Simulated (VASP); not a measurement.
Set up this calculation in VASP 6.6.1, as the native input.

```
Task                   : electric field gradients
Functional             : LDA
Potentials or basis    : VASP PAW LDA potentials, release 64 (Hg, Te)
Cutoff                 : 520 eV
k mesh                 : 11 × 11 × 11
Occupations            : fermi-dirac, width 0.03 eV
Spin                   : no spin polarisation
Dipole correction      : no
Further INCAR settings : ALGO = Normal; EDIFF = 1e-08; NBANDS = 16
```

The structure of HgTe lies in POSCAR:

```
HgTe
1.0
    0.0000000000      3.2235000000      3.2235000000
    3.2235000000      0.0000000000      3.2235000000
    3.2235000000      3.2235000000      0.0000000000
Hg Te
1 1
Direct
    0.0000000000      0.0000000000      0.0000000000
    0.7500000000      0.7500000000      0.7500000000
```

One way to write it, as run:

INCAR

```
PREC = Accurate ; ENCUT = 520
EDIFF = 1E-8 ; ISMEAR = -1
SIGMA = 0.03 ; LREAL = False
LASPH = True ; NELM = 80
ALGO = Normal ; ISIF = 2
LWAVE = False ; LCHARG = False
GGA = CA ; LEFG = True
NBANDS = 16
```

KPOINTS

```
regular mesh
0
Gamma
  11 11 11
```

Potentials or basis: VASP PAW LDA potentials, release 64 (Hg, Te).

The run is started by

```console
$ cat potpaw_LDA.64/Hg/POTCAR potpaw_LDA.64/Te/POTCAR > POTCAR
$ mpirun -np 1 vasp_std > vasp.out
```

Results of the run:

```json
{"Pressure": "0.0 GPa", "Band gap on the k mesh": "zero (filled and empty bands touch)"}
```

Caveat: without QUAD_EFG the Cq values of the log hold for a quadrupole moment of 1 mb, not for the nuclei; spin-orbit coupling is left out, which moves the levels of the heavy elements.

Run time: 100 s on 1 thread of AMD EPYC 7R13 Processor (Zen 3), on a shared host, peak memory 0.17 GiB.
